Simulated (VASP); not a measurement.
# CsAs3 (Fm-3m) in VASP: a series of runs, part 2 of 2

VASP 6.6.1. Earlier steps stand in the parts before.

## 3. Single point, PBE

This run uses another cell than the first one, of 26.39 Å³/atom.

INCAR reads:

```
PREC     = Accurate       # precision mode
ENCUT    = 520            # plane-wave cutoff, eV
EDIFF    = 1E-7           # SCF threshold, eV
ISMEAR   = 0              # smearing method
SIGMA    = 0.1            # smearing width, eV
LREAL    = False          # projectors in reciprocal space
LASPH    = True           # aspherical terms in the spheres
NELM     = 60             # most SCF steps
ALGO     = Fast           # electronic algorithm
ISIF     = 2              # what is computed and relaxed
LWAVE    = False          # write WAVECAR
LCHARG   = False          # write CHGCAR
GGA      = PE             # functional
NBANDS   = 20             # bands
```

KPOINTS reads:

```
Automatic mesh
0
Gamma
  12 12 12
```

POSCAR reads:

```
CsAs3
1.0
    0.0000000000      3.7509525320      3.7509525320
    3.7509525320      0.0000000000      3.7509525320
    3.7509525320      3.7509525320      0.0000000000
Cs As
1 3
Direct
    0.0000000000      0.0000000000      0.0000000000
    0.2500000000      0.2500000000      0.2500000000
    0.7500000000      0.7500000000      0.7500000000
    0.5000000000      0.5000000000      0.5000000000
```

Potentials or basis: VASP PAW PBE potentials, release 64 (Cs_sv, As).

Started as:

```console
$ cat potpaw_PBE.64/Cs_sv/POTCAR potpaw_PBE.64/As/POTCAR > POTCAR
$ mpirun -np 1 vasp_std > vasp.out
```

OUTCAR:

```text
PREC = Accurate
   ENCUT = 520
   EDIFF = 1E-7
   ISMEAR = 0
   LREAL = False
   LASPH = True
   NELM = 60
   ISIF = 2
   GGA = PE

 ion  position               nearest neighbor table
   1  0.000  0.000  0.000-
   2  0.250  0.250  0.250-
   3  0.750  0.750  0.750-
   4  0.500  0.500  0.500-

  LATTYP: Found a face centered cubic cell.
 ALAT       =     7.5019050640

  Lattice vectors:

 A1 = (   0.0000000000,   3.7509525320,   3.7509525320)
 A2 = (   3.7509525320,   0.0000000000,   3.7509525320)
 A3 = (   3.7509525320,   3.7509525320,   0.0000000000)

Analysis of symmetry for initial positions (statically):
=====================================================================
 Subroutine PRICEL returns:
 Original cell was already a primitive cell.

 Routine SETGRP: Setting up the symmetry group for a
 face centered cubic supercell.

 Subroutine GETGRP returns: Found 48 space group operations
[... 166 lines left out ...]
  free energy    TOTEN  =       -12.43429877 eV

  energy without entropy =      -12.41749049  energy(sigma->0) =      -12.42589463

 E-fermi :   3.7068     XC(G=0):  -9.7375

 val. band max:        3.7025549116   @ k =   0.3333   0.3333   0.0000
 cond. band min:       3.7073292227   @ k =   0.3333   0.1667   0.0833
 fundamental gap:      0.0047743111
 Fermi energy:         3.7068074448

 k-point     1 :       0.0000    0.0000    0.0000
  band No.  band energies     occupation
      1     -17.4036      2.00000
      2      -8.0511      2.00000
      3      -5.5528      2.00000
      4      -4.6569      2.00000
      5      -4.4904      2.00000
      6      -4.4904      2.00000
[... 541 lines left out ...]
     19      10.6642      0.00000
     20      10.9162      0.00000

 [... further k-points ...]

------------------------ aborting loop because EDIFF is reached ----------------------------------------

  FORCE on cell =-STRESS in cart. coord.  units (eV):
  Direction    XX          YY          ZZ          XY          YZ          ZX
  --------------------------------------------------------------------------------------
  -------------------------------------------------------------------------------------
  Total        0.1231908      0.1231908      0.1231908     -0.0000000     -0.0000000      0.0000000
  in kB        1.8699682      1.8699682      1.8699682     -0.0000000     -0.0000000      0.0000000
  external PRESSURE =       1.8699682 kB  Pullay stress =       0.0000000 kB

 VOLUME and BASIS-vectors are now :
 -----------------------------------------------------------------------------
  energy-cutoff  :      520.00
  volume of cell :      105.55
      direct lattice vectors                 reciprocal lattice vectors
     0.000000000  3.750952532  3.750952532    -0.133299474  0.133299474  0.133299474
     3.750952532  0.000000000  3.750952532     0.133299474 -0.133299474  0.133299474
     3.750952532  3.750952532  0.000000000     0.133299474  0.133299474 -0.133299474

 POSITION                                       TOTAL-FORCE (eV/Angst)
 -----------------------------------------------------------------------------------
      0.00000      0.00000      0.00000        -0.000000      0.000000     -0.000000
      1.87548      1.87548      1.87548        -0.000000     -0.000000     -0.000000
      5.62643      5.62643      5.62643         0.000000      0.000000      0.000000
      3.75095      3.75095      3.75095        -0.000000      0.000000     -0.000000
 -----------------------------------------------------------------------------------
    total drift:                               -0.000000      0.000000      0.000000

  FREE ENERGIE OF THE ION-ELECTRON SYSTEM (eV)
  ---------------------------------------------------
  free  energy   TOTEN  =       -12.4342987665 eV

  energy  without entropy=      -12.4174904939  energy(sigma->0) =      -12.42589463
```

Run time: 3.7 min. Hardware: 1 thread of Oxide Virtual Turin-like, shared host; peak memory 0.29 GiB.

Results:

```yaml
Free_energy: -12.4343 eV
Pressure: 0.2 GPa
Band_gap_on_the_k_mesh: zero (bands 12 and 13 overlap by 2.36 eV)
```

Caveat: spin-orbit coupling is left out, which moves the levels of the heavy elements.

## 4. Single point, PBE

This run uses another cell than the first one, of 26.35 Å³/atom.

INCAR reads:

```
ALGO = Normal
EDIFF = 1E-7
ENCUT = 520
GGA = PE
ISIF = 2
ISMEAR = 0
LASPH = True
LCHARG = True
LELF = True
LREAL = False
LVHAR = True
LWAVE = False
NBANDS = 20
NELM = 100
PREC = Accurate
SIGMA = 0.1
```

KPOINTS reads:

```
k-points
0
Gamma
  10 10 10
```

POSCAR reads:

```
CsAs3
1.0
    0.0000000000      3.7493262409      3.7493262409
    3.7493262409      0.0000000000      3.7493262409
    3.7493262409      3.7493262409      0.0000000000
Cs As
1 3
Direct
    0.0000000000      0.0000000000      0.0000000000
    0.2500000000      0.2500000000      0.2500000000
    0.7500000000      0.7500000000      0.7500000000
    0.5000000000      0.5000000000      0.5000000000
```

Started as:

```console
$ cat potpaw_PBE.64/Cs_sv/POTCAR potpaw_PBE.64/As/POTCAR > POTCAR
$ mpirun -np 1 vasp_std > vasp.out
```

It took 2.9 min on 1 thread of Oxide Virtual Turin-like, shared host; peak memory 0.25 GiB.

It converged, with:

| Item | Value |
| --- | --- |
| Free energy | -12.4357 eV |
| Pressure | 0.2 GPa |
| Band gap on the k mesh | zero (bands 12 and 13 overlap by 2.32 eV) |

Levels at points of the mesh, in eV from the Fermi level:
| k point | band 10 | band 11 | band 12 | band 13 | band 14 | band 15 |
| --- | --- | --- | --- | --- | --- | --- |
| (0.00, 0.00, 0.00) | -2.49 | -1.87 | -1.87 | -1.87 | 2.32 | 2.32 |
| (0.50, 0.00, 0.00) | -2.10 | -0.41 | -0.41 | 0.31 | 1.08 | 1.08 |
| (0.50, 0.50, 0.00) | -1.74 | -0.01 | 0.25 | 0.25 | 1.09 | 2.15 |

Caveat: spin-orbit coupling is left out, which moves the levels of the heavy elements.

## 5. Relaxation of cell and atoms, PBE

INCAR reads:

```
ALGO = Fast ; EDIFF = 1E-6
EDIFFG = -0.01 ; ENCUT = 600
GGA = PE ; IBRION = 2
ISIF = 3 ; ISMEAR = 0
LASPH = True ; LCHARG = False
LREAL = False ; LWAVE = False
NELM = 60 ; NSW = 100
PREC = Accurate ; SIGMA = 0.1
```

KPOINTS is that of step 4.

POSCAR reads:

```
CsAs3
1.0
    0.0000000000      3.8913287400      3.8913287400
    3.8913287400      0.0000000000      3.8913287400
    3.8913287400      3.8913287400      0.0000000000
Cs As
1 3
Direct
    0.0000000000      0.0000000000      0.0000000000
    0.2500000000      0.2500000000      0.2500000000
    0.7500000000      0.7500000000      0.7500000000
    0.5000000000      0.5000000000      0.5000000000
```

Started as:

```console
$ cat potpaw_PBE.64/Cs_sv/POTCAR potpaw_PBE.64/As/POTCAR > POTCAR
$ mpirun -np 1 vasp_std > vasp.out
```

Wall time 8.5 min (1 thread of Oxide Virtual Turin-like, shared host); peak memory 0.36 GiB.

Results (log left out):

| Item | Value |
| --- | --- |
| Free energy | -12.4365 eV |
| Relaxed volume | 26.49 Å³/atom |
| Relaxed cell | a = 5.312 Å, b = 5.312 Å, c = 5.312 Å, α = 60.00°, β = 60.00°, γ = 60.00° |
| Space group after relaxing (to 0.1 Å) | Fm-3m (No. 225) |
| Energy gained by relaxing | 32.2 meV/atom |
| Ionic steps | 3 |
| Pressure after relaxing | 0.0 GPa |
| Band gap on the k mesh | zero (bands 12 and 13 overlap by 2.31 eV) |

The path:
| step | energy change (eV) | largest force (eV/Å) | pressure (GPa) | volume (Å³) |
| --- | --- | --- | --- | --- |
| 1 | 0.0000 | 0.0000 | -3.13 | 117.85 |
| 2 | -0.1228 | 0.0000 | -0.80 | 108.30 |
| 3 | -0.1287 | 0.0000 | -0.01 | 105.97 |

Final structure:
```yaml
crystal:
  lattice:
    - [0.00000, 3.75593, 3.75593]
    - [3.75593, 0.00000, 3.75593]
    - [3.75593, 3.75593, 0.00000]
  atoms:
    - { symbol: Cs, position: [0.00000, 0.00000, 0.00000] }
    - { symbol: As, position: [0.25000, 0.25000, 0.25000] }
    - { symbol: As, position: [0.75000, 0.75000, 0.75000] }
    - { symbol: As, position: [0.50000, 0.50000, 0.50000] }
```

Levels at points of the mesh, in eV from the Fermi level:
| k point | band 8 | band 9 | band 10 | band 11 | band 12 | band 13 | band 14 | band 15 | band 16 |
| --- | --- | --- | --- | --- | --- | --- | --- | --- | --- |
| (0.00, 0.00, 0.00) | -2.47 | -2.47 | -2.47 | -1.86 | -1.86 | -1.86 | 2.30 | 2.30 | 2.30 |
| (0.50, 0.00, 0.00) | -3.07 | -3.07 | -2.09 | -0.40 | -0.40 | 0.30 | 1.08 | 1.08 | 1.98 |
| (0.50, 0.50, 0.00) | -2.60 | -2.60 | -1.73 | -0.01 | 0.25 | 0.25 | 1.08 | 2.14 | 2.14 |

Caveat: spin-orbit coupling is left out, which moves the levels of the heavy elements.

## 6. Relaxation of cell and atoms, PBE

This run uses another cell than the first one, of 26.35 Å³/atom.

INCAR reads:

```
SYSTEM = CsAs3
ALGO     = Fast           ! electronic algorithm
EDIFF    = 1E-7           ! SCF threshold, eV
EDIFFG   = -0.01          ! ionic threshold
ENCUT    = 600            ! plane-wave cutoff, eV
GGA      = PE             ! functional
IBRION   = 2              ! ionic algorithm
ISIF     = 3              ! what is computed and relaxed
ISMEAR   = 0              ! smearing method
LASPH    = .True.         ! aspherical terms in the spheres
LCHARG   = .False.        ! write CHGCAR
LREAL    = .False.        ! projectors in reciprocal space
LWAVE    = .False.        ! write WAVECAR
NELM     = 80             ! most SCF steps
NSW      = 100            ! ionic steps
PREC     = Accurate       ! precision mode
SIGMA    = 0.1            ! smearing width, eV
```

KPOINTS reads:

```
k-points
0
Gamma
  12 12 12
  0 0 0
```

POSCAR reads:

```
CsAs3
1.0
    0.0000000000      3.7493262409      3.7493262409
    3.7493262409      0.0000000000      3.7493262409
    3.7493262409      3.7493262409      0.0000000000
Cs As
1 3
Direct
    0.0000000000      0.0000000000      0.0000000000
    0.2500000000      0.2500000000      0.2500000000
    0.7500000000      0.7500000000      0.7500000000
    0.5000000000      0.5000000000      0.5000000000
```

Potentials or basis: VASP PAW PBE potentials, release 64 (Cs_sv, As).

Started as:

```console
$ cat potpaw_PBE.64/Cs_sv/POTCAR potpaw_PBE.64/As/POTCAR > POTCAR
$ mpirun -np 1 vasp_std > vasp.out
```

Run time: 5.6 min. Hardware: 1 thread of Oxide Virtual Turin-like, shared host; peak memory 0.33 GiB.

The run converged. Its results:

| Quantity | Value |
| --- | --- |
| Free energy | -12.4347 eV |
| Relaxed volume | 26.50 Å³/atom |
| Relaxed cell | a = 5.313 Å, b = 5.313 Å, c = 5.313 Å, α = 60.00°, β = 60.00°, γ = 60.00° |
| Space group after relaxing (to 0.1 Å) | Fm-3m (No. 225) |
| Energy gained by relaxing | 0.1 meV/atom |
| Ionic steps | 2 |
| Pressure after relaxing | 0.0 GPa |
| Band gap on the k mesh | zero (bands 12 and 13 overlap by 2.35 eV) |

The path:
| step | energy change (eV) | largest force (eV/Å) | pressure (GPa) | volume (Å³) |
| --- | --- | --- | --- | --- |
| 1 | 0.0000 | 0.0000 | 0.24 | 105.41 |
| 2 | -0.0005 | 0.0000 | 0.02 | 106.02 |

Final structure:
```
Cs As
1.0
     0.00000    3.75652    3.75652
     3.75652    0.00000    3.75652
     3.75652    3.75652    0.00000
Cs As
1 3
Direct
  0.00000 0.00000 0.00000
  0.25000 0.25000 0.25000
  0.75000 0.75000 0.75000
  0.50000 0.50000 0.50000
```

Levels at points of the mesh, in eV from the Fermi level:
| k point | band 9 | band 10 | band 11 | band 12 | band 13 | band 14 | band 15 | band 16 |
| --- | --- | --- | --- | --- | --- | --- | --- | --- |
| (0.00, 0.00, 0.00) | -2.46 | -2.46 | -1.86 | -1.86 | -1.86 | 2.30 | 2.30 | 2.30 |
| (0.50, 0.00, 0.00) | -3.07 | -2.09 | -0.40 | -0.40 | 0.30 | 1.09 | 1.09 | 1.98 |
| (0.50, 0.50, 0.00) | -2.59 | -1.73 | -0.01 | 0.25 | 0.25 | 1.08 | 2.14 | 2.14 |

Caveat: spin-orbit coupling is left out, which moves the levels of the heavy elements.

## 7. Overview

```tsv
task	cell	k mesh	cutoff (eV)	gap on the mesh (eV)	pressure (GPa)	relaxed volume (Å³/atom)
single point	a = 5.503 Å, angles 60.0°, 4 atoms	4 × 4 × 4	520	none	-3.2	-
single point	a = 5.305 Å, angles 60.0°, 4 atoms	12 × 12 × 12	520	none	0.2	-
single point	a = 5.302 Å, angles 60.0°, 4 atoms	10 × 10 × 10	520	none	0.2	-
relaxation of cell and atoms	relaxed from a = 5.503 Å, angles 60.0°, 4 atoms	10 × 10 × 10	600	none	0.0	26.49
relaxation of cell and atoms	relaxed from a = 5.302 Å, angles 60.0°, 4 atoms	12 × 12 × 12	600	none	0.0	26.50
```

Alike in all rows: level PBE; potentials or basis VASP PAW PBE potentials, release 64 (Cs_sv, As); no spin polarisation; smearing gaussian 0.1 eV.

Caveats: spin-orbit coupling is left out, which moves the levels of the heavy elements; the cell stands under tension (at least some runs).

Absolute energies hang on the potentials; compare differences alone.

The gap in the log of VASP goes by the Fermi energy; the results here count the filled bands.